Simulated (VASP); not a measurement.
Set up this calculation in VASP 6.6.1, as the native input.

```yaml
Task: single point
Functional: PBE
Dispersion: D3(BJ)
Potentials_or_basis: VASP PAW PBE potentials, release 64 (Te, Mo_sv)
Cutoff: 520 eV
k_mesh: 9 × 9 × 1
Occupations: gaussian, width 0.05 eV
Spin: no spin polarisation
Dipole_correction: yes
Further_INCAR_settings: ALGO = Normal; EDIFF = 1e-06; NBANDS = 35
```

The structure of Te2Mo lies in POSCAR:

```
Te2Mo
1.0
    3.5038817216      0.0000000000      0.0000000000
   -1.7519408608      3.0344505828      0.0000000000
    0.0000000000      0.0000000000     24.7677194079
Te Mo
4 2
Direct
    0.3333333333      0.6666666667      0.1816881048
    0.3333333333      0.6666666667      0.3284056788
    1.0000000000      1.0000000000      0.4911174704
    1.0000000000      1.0000000000      0.6378350444
    0.6666666667      0.3333333333      0.2550468918
    0.6666666667      1.3333333333      0.5644762574
```

This cell differs from its parent crystal: layers slid over each other.

One way to write it, as run:

INCAR

```
SYSTEM = Te2Mo
PREC = Accurate ; ENCUT = 520
EDIFF = 1E-6 ; ISMEAR = 0
SIGMA = 0.05 ; LREAL = .False.
LASPH = .True. ; NELM = 100
ALGO = Normal ; ISIF = 2
LWAVE = .False. ; LCHARG = .True.
LDIPOL = .True. ; IDIPOL = 3
DIPOL = 0.5 0.5 0.410 ; GGA = PE
IVDW = 12 ; LELF = .True.
LVHAR = .True. ; LVACPOTAV = .True.
NBANDS = 35
```

KPOINTS

```
regular mesh
0
Gamma
  9 9 1
  0 0 0
```

Potentials or basis: VASP PAW PBE potentials, release 64 (Te, Mo_sv).

Run with:

```sh
$ cat potpaw_PBE.64/Te/POTCAR potpaw_PBE.64/Mo_sv/POTCAR > POTCAR
$ mpirun -np 1 vasp_std > vasp.out
```

It gave:

The largest force is 0.112 eV/Å and the band gap on the k mesh is 1.18 eV. The dispersion energy per atom is -0.448 eV.

Caveat: the cell differs from its parent crystal (layers slid over each other); spin-orbit coupling is left out, which moves the levels of the heavy elements.

It took 6.3 min on 1 thread of Intel Xeon 8259CL, on a shared host, peak memory 0.43 GiB.
